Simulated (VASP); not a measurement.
A run of VASP 6.6.1 is set up as follows.

The input INCAR:

```
  PREC = Accurate
  ENCUT = 600
  EDIFF = 1E-7
  ISMEAR = 0
  SIGMA = 0.1
  LREAL = F
  LASPH = T
  NELM = 60
  ALGO = Fast
  ISIF = 3
  LWAVE = F
  LCHARG = F
  GGA = PE
  IBRION = 2
  NSW = 100
  EDIFFG = -0.01
```

File KPOINTS:

```
regular mesh
0
Gamma
  8 8 8
```

POSCAR

```
LiGa2
1.0
    0.0000000000      3.8071833343      3.8071833343
    3.8071833343      0.0000000000      3.8071833343
    3.8071833343      3.8071833343      0.0000000000
Li Ga
2 4
Direct
    0.0000000000      0.0000000000      0.0000000000
    0.2500000000      0.2500000000      0.2500000000
    0.6250000000      0.6250000000      0.6250000000
    0.1250000000      0.6250000000      0.6250000000
    0.6250000000      0.6250000000      0.1250000000
    0.6250000000      0.1250000000      0.6250000000
```

Potentials or basis: VASP PAW PBE potentials, release 64 (Li_sv, Ga_d).

Command:

```sh
$ cat potpaw_PBE.64/Li_sv/POTCAR potpaw_PBE.64/Ga_d/POTCAR > POTCAR
$ mpirun -np 1 vasp_std > vasp.out
```

Problem. Estimate the band gap on the k mesh.

Solution. Zero (bands 29 and 30 overlap by 5.13 eV).

Final structure:
```
CELL_PARAMETERS angstrom
0.00000 3.80718 3.80718
3.80718 0.00000 3.80718
3.80718 3.80718 0.00000
ATOMIC_POSITIONS crystal
Li 0.00000 0.00000 0.00000
Li 0.25000 0.25000 0.25000
Ga 0.62500 0.62500 0.62500
Ga 0.12500 0.62500 0.62500
Ga 0.62500 0.62500 0.12500
Ga 0.62500 0.12500 0.62500
```

Caveat: the relaxation stopped at its first step, so nothing moved.
